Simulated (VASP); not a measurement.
# Cu (P6/mmm) in VASP: further runs

The runs below take Cu through single point, relaxation of cell and atoms, with PBE.

Program: VASP 6.6.1. These are calculated values, not measurements. Logs are shortened: lines on timing, memory, paths and dates and some standing lists are left out, and cuts for length are marked.

## (1) The cell of the first run

It takes space group P6/mmm (No. 191, hexagonal). Conventional cell: a = 4.171 Å, b = 4.171 Å, c = 2.497 Å, α = 90.00°, β = 90.00°, γ = 120.00°. Cu (site symmetry 6/mmm) has 14 Cu at 2.50 to 2.71 Å within 3.3 Å. Cu (site symmetry -6m2) has 11 Cu at 2.41 to 2.71 Å within 3.2 Å.

This isn't the form of Cu at room conditions, which is fcc.

## (2) Single point, PBE

Contents of INCAR:

```
PREC     = Accurate       # precision mode
ENCUT    = 520            # plane-wave cutoff, eV
EDIFF    = 1E-7           # SCF threshold, eV
ISMEAR   = -1             # smearing method
SIGMA    = 0.05           # smearing width, eV
LREAL    = F              # projectors in reciprocal space
LASPH    = T              # aspherical terms in the spheres
NELM     = 100            # most SCF steps
ALGO     = Normal         # electronic algorithm
ISIF     = 2              # what is computed and relaxed
LWAVE    = F              # write WAVECAR
LCHARG   = F              # write CHGCAR
GGA      = PE             # functional
NBANDS   = 24             # bands
```

Contents of KPOINTS:

```
regular mesh
0
Gamma
  9 9 12
```

Contents of POSCAR:

```
Cu
1.0
    4.1712113920      0.0000000000      0.0000000000
   -2.0856056960      3.6123750300      0.0000000000
    0.0000000000      0.0000000000      2.4967217260
Cu
3
Direct
    0.0000000000      0.0000000000      0.0000000000
    0.3333333333      0.6666666667      0.5000000000
    0.6666666667      0.3333333333      0.5000000000
```

Potentials or basis: VASP PAW PBE potentials, release 64 (Cu).

Run with:

```sh
cat potpaw_PBE.64/Cu/POTCAR > POTCAR
mpirun -np 1 vasp_std > vasp.out
```

OUTCAR:

```text
PREC = Accurate
   ENCUT = 520
   EDIFF = 1E-7
   ISMEAR = -1
   LREAL = F
   LASPH = T
   NELM = 100
   ISIF = 2
   GGA = PE

 ion  position               nearest neighbor table
   1  0.000  0.000  0.000-   2 2.71   3 2.71   2 2.71   3 2.71   2 2.71   2 2.71   3 2.71   3 2.71
                             3 2.71   3 2.71   2 2.71   2 2.71
   2  0.333  0.667  0.500-   3 2.41   3 2.41   3 2.41   1 2.71   1 2.71   1 2.71   1 2.71   1 2.71
                             1 2.71
   3  0.667  0.333  0.500-   2 2.41   2 2.41   2 2.41   1 2.71   1 2.71   1 2.71   1 2.71   1 2.71
                             1 2.71

  LATTYP: Found a hexagonal cell.
 ALAT       =     4.1712113920
 C/A-ratio  =     0.5985603441

  Lattice vectors:

 A1 = (   4.1712113920,   0.0000000000,   0.0000000000)
 A2 = (  -2.0856056960,   3.6123750300,   0.0000000000)
 A3 = (   0.0000000000,   0.0000000000,   2.4967217260)

Analysis of symmetry for initial positions (statically):
=====================================================================
 Subroutine PRICEL returns:
 Original cell was already a primitive cell.

 Routine SETGRP: Setting up the symmetry group for a
 hexagonal supercell.

 Subroutine GETGRP returns: Found 24 space group operations
 (whereof 24 operations were pure point group operations)
 out of a pool of 24 trial point group operations.

The static configuration has the point symmetry D_6h.

Analysis of symmetry for dynamics (positions and initial velocities):
=====================================================================
 Subroutine PRICEL returns:
 Original cell was already a primitive cell.

 Routine SETGRP: Setting up the symmetry group for a
 hexagonal supercell.

 Subroutine GETGRP returns: Found 24 space group operations
 (whereof 24 operations were pure point group operations)
 out of a pool of 24 trial point group operations.

The dynamic configuration has the point symmetry D_6h.

 Subroutine INISYM returns: Found 24 space group operations
 (whereof 24 operations are pure point group operations),
 and found     1 'primitive' translations

----------------------------------------------------------------------------------------

                                     Primitive cell

  volume of cell :      37.6206

  direct lattice vectors                    reciprocal lattice vectors
     4.171211392  0.000000000  0.000000000     0.239738509  0.138413093  0.000000000
    -2.085605696  3.612375030  0.000000000     0.000000000  0.276826185  0.000000000
     0.000000000  0.000000000  2.496721726     0.000000000  0.000000000  0.400525213

  length of vectors
     4.171211392  4.171211392  2.496721726     0.276826185  0.276826185  0.400525213

  position of ions in fractional coordinates (direct lattice)
     0.000000000  0.000000000  0.000000000
     0.333333333  0.666666667  0.500000000
     0.666666667  0.333333333  0.500000000

  ion indices of the primitive-cell ions
   primitive index   ion index
                 1           1
                 2           2
                 3           3

----------------------------------------------------------------------------------------

 KPOINTS: regular mesh

Automatic generation of k-mesh.
 Grid dimensions read from file:
 generate k-points for:    9    9   12

 Generating k-lattice:

  Cartesian coordinates                     Fractional coordinates (reciprocal lattice)
     0.026637612  0.015379233  0.000000000     0.111111111  0.000000000  0.000000000
     0.000000000  0.030758465  0.000000000     0.000000000  0.111111111  0.000000000
     0.000000000  0.000000000  0.033377101     0.000000000  0.000000000  0.083333333

  Length of vectors
     0.030758465  0.030758465  0.033377101

  Shift w.r.t. Gamma in fractional coordinates (k-lattice)
     0.000000000  0.000000000  0.000000000

 Subroutine IBZKPT returns following result:
 ===========================================

 Found     84 irreducible k-points:

 Following reciprocal coordinates:
            Coordinates               Weight
  0.000000  0.000000  0.000000      1.000000
  0.111111  0.000000  0.000000      6.000000
  0.222222  0.000000  0.000000      6.000000
  0.333333  0.000000  0.000000      6.000000
  0.444444  0.000000  0.000000      6.000000
  0.111111  0.111111  0.000000      6.000000
[... 16 lines left out ...]
  0.333333  0.222222  0.083333     24.000000
  0.333333  0.333333  0.083333      4.000000
 [... further k-points ...]
   k-points           NKPTS =     84   k-points in BZ     NKDIM =     84   number of bands    NBANDS=     24
   number of dos      NEDOS =    301   number of ions     NIONS =      3
   total plane-waves  NPLWV =  20480
   dimension x,y,z NGX =    32 NGY =   32 NGZ =   20
   dimension x,y,z NGXF=    64 NGYF=   64 NGZF=   40
   ions per type =               3
   NGX,Y,Z   is equivalent  to a cutoff of  12.75, 12.75, 13.32 a.u.
   NGXF,Y,Z  is equivalent  to a cutoff of  25.51, 25.51, 26.63 a.u.
 SYSTEM =  unknown system
   PREC   = accura    normal or accurate (medium, high low for compatibility)
   ISTART =      0    job   : 0-new  1-cont  2-samecut
   ICHARG =      2    charge: 1-file 2-atom 10-const
   ISPIN  =      1    spin polarized calculation?
   LNONCOLLINEAR =      F non collinear calculations
   LSORBIT =      F    spin-orbit coupling
   LASPH  =      T    aspherical Exc in radial PAW
   ENCUT  =  520.0 eV  38.22 Ry    6.18 a.u.   7.76  7.76  4.64*2*pi/ulx,y,z
   NELM   =    100;   NELMIN=  2; NELMDL= -5     # of ELM steps
   EDIFF  = 0.1E-06   stopping-criterion for ELM
   LREAL  =      F    real-space projection
   EDIFFG = 0.1E-05   stopping-criterion for IOM
   NSW    =      0    number of steps for IOM
   IBRION =     -1    ionic relax: 0-MD 1-quasi-New 2-CG
   NFREE  =      0    steps in history (QN), initial steepest desc. (CG)
   ISIF   =      2    stress and relaxation
   ISYM   =      2    0-nonsym 1-usesym 2-fastsym
   POTIM  = 0.5000    time-step for ionic-motion
   TEBEG  =    0.0;   TEEND  =   0.0 temperature during run
   PSTRESS=    0.0 pullay stress
   NELECT =      33.0000    total number of electrons
   NUPDOWN=      -1.0000    fix difference up-down
   EMIN   =  10.00;   EMAX   =-10.00  energy-range for DOS
   EFERMI =   0.00;   METHOD = LEGACY
   ISMEAR =    -1;   SIGMA  =   0.05  broadening in eV -4-tet -1-fermi 0-gaus
   EFERMI_NEDOS =   21; number of points for ismear=-14 and -15
   IALGO  =     38    algorithm
   IMIX   =      4    mixing-type and parameters
     AMIX     =   0.40;   BMIX     =  1.00
     AMIX_MAG =   1.60;   BMIX_MAG =  1.00
  volume/ion in A,a.u.               =      12.54        84.63
  Fermi-wavevector in a.u.,A,eV,Ry     =   1.567128  2.961442 33.414407  2.455890
  Thomas-Fermi vector in A             =   2.669354
   LORBIT       =      0    0 simple, 1 ext, 2 COOP (PROOUT), +10 PAW based schemes
   GGA     = PE    functional components
   LHFCALC =     F    Hartree Fock is set to
   AEXX    =    0.0000 exact exchange contribution
   IVDW    =     0    specifies the selected vdW correction
   LEPSILON=     F    determine dielectric tensor
   LRPA    =     F    only Hartree local field effects (RPA)
 non-spin polarized calculation
  energy-cutoff  :      520.00
  volume of cell :       37.62
 maximum number of plane-waves:      1036
 NGX is ok and might be reduce to    32

 number of electron      33.0000011 magnetization

 Free energy of the ion-electron system (eV)
  ---------------------------------------------------
  ext. energy  EPLUGINS =         0.00000000
  ---------------------------------------------------
  free energy    TOTEN  =       -10.94993190 eV

  energy without entropy =      -10.94317345  energy(sigma->0) =      -10.94655267

 E-fermi :   6.8799     XC(G=0): -12.3740

 val. band max:        6.8443195327   @ k =   0.2222   0.1111   0.0833
 cond. band min:       6.8918916862   @ k =   0.3333   0.2222   0.3333
 fundamental gap:      0.0475721535
 Fermi energy:         6.8798880173

 k-point     1 :       0.0000    0.0000    0.0000
  band No.  band energies     occupation
      1      -2.0311      2.00000
      2       2.6043      2.00000
      3       3.4551      2.00000
      4       3.4551      2.00000
      5       3.4649      2.00000
      6       3.5119      2.00000
[... 16 lines left out ...]
     23      21.5677      0.00000
     24      26.7421      0.00000

 k-point     2 :       0.1111    0.0000    0.0000
  band No.  band energies     occupation
      1      -1.8813      2.00000
      2       2.6044      2.00000
      3       3.1492      2.00000
      4       3.3345      2.00000
      5       3.3836      2.00000
      6       3.6357      2.00000
[... 16 lines left out ...]
     23      21.7753      0.00000
     24      26.7917      0.00000

 k-point     3 :       0.2222    0.0000    0.0000
  band No.  band energies     occupation
      1      -1.4382      2.00000
      2       2.5152      2.00000
      3       2.8202      2.00000
      4       3.1669      2.00000
      5       3.2920      2.00000
      6       3.6258      2.00000
[... 16 lines left out ...]
     23      22.3844      0.00000
     24      26.5774      0.00000

 k-point     4 :       0.3333    0.0000    0.0000
  band No.  band energies     occupation
      1      -0.7240      2.00000
      2       2.1585      2.00000
      3       2.3833      2.00000
      4       3.1292      2.00000
      5       3.3260      2.00000
      6       3.5359      2.00000
[... 16 lines left out ...]
     23      23.3601      0.00000
     24      23.8434      0.00000

 k-point     5 :       0.4444    0.0000    0.0000
  band No.  band energies     occupation
      1       0.2116      2.00000
      2       1.2590      2.00000
      3       2.1806      2.00000
      4       3.2511      2.00000
      5       3.3862      2.00000
      6       3.4020      2.00000
[... 16 lines left out ...]
     23      21.6344      0.00000
     24      22.8031      0.00000

 k-point     6 :       0.1111    0.1111    0.0000
  band No.  band energies     occupation
      1      -1.5849      2.00000
      2       2.5609      2.00000
      3       2.9144      2.00000
      4       3.1058      2.00000
      5       3.4517      2.00000
      6       3.6576      2.00000
[... 16 lines left out ...]
     23      22.1834      0.00000
     24      26.6574      0.00000
[... 379 lines left out ...]
 k-point    21 :       0.4444    0.1111    0.0833
  band No.  band energies     occupation
      1       0.9230      2.00000
      2       0.9738      2.00000
      3       2.1998      2.00000
      4       3.3645      2.00000
      5       3.3971      2.00000
      6       3.4551      2.00000
[... 16 lines left out ...]
     23      22.1451      0.00000
     24      22.9596      0.00000

 k-point    22 :       0.2222    0.2222    0.0833
  band No.  band energies     occupation
      1      -0.1584      2.00000
      2       2.1235      2.00000
      3       2.2878      2.00000
      4       3.2031      2.00000
      5       3.4722      2.00000
      6       3.6780      2.00000
[... 16 lines left out ...]
     23      21.0710      0.00000
     24      21.7229      0.00000

 k-point    23 :       0.3333    0.2222    0.0833
  band No.  band energies     occupation
      1       0.6999      2.00000
      2       1.5688      2.00000
      3       2.0193      2.00000
      4       3.3424      2.00000
      5       3.4416      2.00000
      6       3.5843      2.00000
[... 16 lines left out ...]
     23      22.8923      0.00000
     24      23.4390      0.00000

 k-point    24 :       0.3333    0.3333    0.0833
  band No.  band energies     occupation
      1       1.3591      2.00000
      2       1.5123      2.00000
      3       1.5123      2.00000
      4       3.4216      2.00000
      5       3.4216      2.00000
      6       3.5976      2.00000
[... 16 lines left out ...]
     23      23.7943      0.00000
     24      23.7943      0.00000

 [... further k-points ...]

------------------------ aborting loop because EDIFF is reached ----------------------------------------

  FORCE on cell =-STRESS in cart. coord.  units (eV):
  Direction    XX          YY          ZZ          XY          YZ          ZX
  --------------------------------------------------------------------------------------
  -------------------------------------------------------------------------------------
  Total       -0.7432792     -0.7432792     -0.7651966      0.0000000     -0.0000000      0.0000000
  in kB      -31.6546391    -31.6546391    -32.5880534      0.0000000     -0.0000000      0.0000000
  external PRESSURE =     -31.9657772 kB  Pullay stress =       0.0000000 kB

 VOLUME and BASIS-vectors are now :
 -----------------------------------------------------------------------------
  energy-cutoff  :      520.00
  volume of cell :       37.62
      direct lattice vectors                 reciprocal lattice vectors
     4.171211392  0.000000000  0.000000000     0.239738509  0.138413093  0.000000000
    -2.085605696  3.612375030  0.000000000     0.000000000  0.276826185  0.000000000
     0.000000000  0.000000000  2.496721726     0.000000000  0.000000000  0.400525213

 POSITION                                       TOTAL-FORCE (eV/Angst)
 -----------------------------------------------------------------------------------
      0.00000      0.00000      0.00000         0.000000      0.000000      0.000000
     -0.00000      2.40825      1.24836         0.000000     -0.000000      0.000000
      2.08561      1.20413      1.24836        -0.000000      0.000000     -0.000000
 -----------------------------------------------------------------------------------
    total drift:                               -0.000000      0.000000      0.000000

  FREE ENERGIE OF THE ION-ELECTRON SYSTEM (eV)
  ---------------------------------------------------
  free  energy   TOTEN  =       -10.9499318960 eV

  energy  without entropy=      -10.9431734492  energy(sigma->0) =      -10.94655267
```

It took 55 s on 1 thread of Intel Xeon Platinum 8488C (Sapphire Rapids), shared host; peak memory 0.19 GiB.

Results:

| Property | Result |
| --- | --- |
| Free energy | -10.9499 eV |
| Pressure | -3.2 GPa |
| Band gap on the k mesh | zero (an odd number of electrons rules out a gap without spin polarisation) |

Caveat: the cell stands under tension.

## (3) Relaxation of cell and atoms, PBE, target pressure -3.7 GPa, at which the enthalpy is minimised

This run uses another cell than the first one: it holds 1 atom, not 3.

Contents of INCAR:

```
SYSTEM = Cu
PREC = Accurate
ENCUT = 600
EDIFF = 1E-7
ISMEAR = -1
SIGMA = 0.05
LREAL = .False.
LASPH = .True.
NELM = 60
ALGO = Normal
ISIF = 3
LWAVE = .False.
LCHARG = .False.
GGA = PE
IBRION = 2
NSW = 60
EDIFFG = -0.005
PSTRESS = -37.0
```

Contents of KPOINTS:

```
regular mesh
0
Gamma
  18 18 16
  0 0 0
```

Contents of POSCAR:

```
Cu
1.0
    2.5073267834      0.0000000000      0.0000000000
   -1.2536633917      2.1714086900      0.0000000000
    0.0000000000      0.0000000000      2.3568871764
Cu
1
Direct
    0.0000000000      0.0000000000      0.0000000000
```

Potentials or basis: VASP PAW PBE potentials, release 64 (Cu).

Run with:

```sh
cat potpaw_PBE.64/Cu/POTCAR > POTCAR
mpirun -np 1 vasp_std > vasp.out
```

Wall time 2.1 min (1 thread of Intel Xeon Platinum 8488C (Sapphire Rapids), shared host); peak memory 0.17 GiB.

Results (log left out):

```yaml
Free_energy: -3.4624 eV
Relaxed_volume: 13.54 Å³/atom
Relaxed_cell: a = 2.517 Å, b = 2.517 Å, c = 2.467 Å, α = 90.00°, β = 90.00°, γ = 120.00°
Space_group_after_relaxing_to_0.1_Å: P6/mmm (No. 191)
Energy_change_on_relaxing_the_run_minimises_the_enthalpy: -7.3 meV/atom
Ionic_steps: 8
Pressure_after_relaxing: -3.7 GPa
Band_gap_on_the_k_mesh: zero (an odd number of electrons rules out a gap without spin polarisation)
```

Step by step:
```csv
step,energy change (eV),largest force (eV/Å),pressure (GPa),volume (Å³)
1,0.0000,0.0000,2.11,12.83
2,-0.0028,0.0000,-4.85,13.71
3,-0.0059,0.0000,-4.12,13.59
4,-0.0056,0.0000,-4.22,13.60
5,-0.0074,0.0000,-3.69,13.54
6,-0.0072,0.0000,-3.75,13.54
7,-0.0072,0.0000,-3.75,13.54
8,-0.0073,0.0000,-3.70,13.54
```

Final structure:
```
CELL_PARAMETERS angstrom
2.51712 0.00000 0.00000
-1.25856 2.17989 0.00000
0.00000 0.00000 2.46714
ATOMIC_POSITIONS crystal
Cu 0.00000 0.00000 0.00000
```

Levels at points of the mesh, in eV from the Fermi level:
```
           k point  band 4  band 5  band 6  band 7  band 8  band 9
(0.00, 0.00, 0.00)   -2.67   -1.42   -1.42   15.97   20.34   22.27
(0.50, 0.00, 0.00)   -1.58   -1.27   -0.54    3.32   14.95   19.62
(0.00, 0.00, 0.50)   -2.00   -2.00   -1.70    1.43   26.43   28.20
(0.50, 0.00, 0.50)   -1.22   -1.01    4.59    5.58    9.98   10.66
```

Caveat: the cell is relaxed towards a set pressure, so the run minimises the enthalpy, not the energy.
